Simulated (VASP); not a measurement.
A run of VASP 6.6.1:

Contents of INCAR:

```
ALGO = Normal ; EDIFF = 1E-6
ENCUT = 520 ; GGA = PE
ISIF = 2 ; ISMEAR = -1
IVDW = 12 ; LASPH = True
LCHARG = True ; LELF = True
LREAL = False ; LVHAR = True
LWAVE = False ; NBANDS = 15
NELM = 80 ; PREC = Accurate
SIGMA = 0.05
```

File KPOINTS:

```
k-points
0
Gamma
  7 7 7
```

POSCAR

```
KBr
1.0
    0.0000000000      3.2778516817      3.2778516817
    3.2778516817      0.0000000000      3.2778516817
    3.2778516817      3.2778516817      0.0000000000
Br K
1 1
Direct
    0.5000000000      0.5000000000      0.5000000000
    0.0000000000      0.0000000000      0.0000000000
```

Potentials or basis: VASP PAW PBE potentials, release 64 (Br, K_sv).

The run is started by

```sh
$ cat potpaw_PBE.64/Br/POTCAR potpaw_PBE.64/K_sv/POTCAR > POTCAR
$ mpirun -np 1 vasp_std > vasp.out
```

Hardware: 1 thread of Intel(R) Xeon(R) Platinum 8488C (Sapphire Rapids) (shared host).

**Question.** How long does it take, and how much memory?

**Answer.** Run time: 14 s on 1 thread of Intel(R) Xeon(R) Platinum 8488C (Sapphire Rapids), with other jobs on the host, peak memory 0.21 GiB. Counts: scf iterations 13, k points 20.
